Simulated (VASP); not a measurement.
Wanted: the native input for a VASP 6.6.1 run.

- Task: single point
- Functional: PBE
- Potentials or basis: VASP PAW PBE potentials, release 64 (La, O)
- Cutoff: 520 eV
- k mesh: 3 × 3 × 6
- Occupations: gaussian, width 0.1 eV
- Spin: no spin polarisation
- Dipole correction: no
- Further INCAR settings: ALGO = Normal; EDIFF = 1e-07; NBANDS = 28

The structure of La2O3 lies in POSCAR:

```
La2O3
1.0
    6.2667802800      0.0000000000      0.0000000000
   -3.1333901400      5.4271909200      0.0000000000
    0.0000000000      0.0000000000      3.2997660600
La O
2 3
Direct
    0.3333333300      0.6666666700      0.5000000000
    0.6666666700      0.3333333300      0.5000000000
    0.4919859900      0.4919859900      0.0000000000
    0.0000000000      0.5080140100      0.0000000000
    0.5080140100      0.0000000000      0.0000000000
```

The input as run:

INCAR

```
PREC = Accurate
ENCUT = 520
EDIFF = 1E-7
ISMEAR = 0
SIGMA = 0.1
LREAL = F
LASPH = T
NELM = 80
ALGO = Normal
ISIF = 2
LWAVE = F
LCHARG = F
GGA = PE
NBANDS = 28
```

KPOINTS

```
regular mesh
0
Gamma
  3 3 6
```

Potentials or basis: VASP PAW PBE potentials, release 64 (La, O).

Command:

```sh
$ cat potpaw_PBE.64/La/POTCAR potpaw_PBE.64/O/POTCAR > POTCAR
$ mpirun -np 1 vasp_std > vasp.out
```

Results of the run:

| Property | Result |
| --- | --- |
| Pressure | 1.9 GPa |
| Largest force | 0.047 eV/Å |
| Band gap on the k mesh | 1.54 eV (least direct gap 2.05 eV) |

Caveat: spin-orbit coupling is left out, which moves the levels of the heavy elements; an odd mesh through Γ misses points on the zone boundary, where band edges can lie.

It took 36 s on 1 thread of Intel(R) Xeon(R) 6975P-C (Granite Rapids) (shared host), peak memory 0.25 GiB.
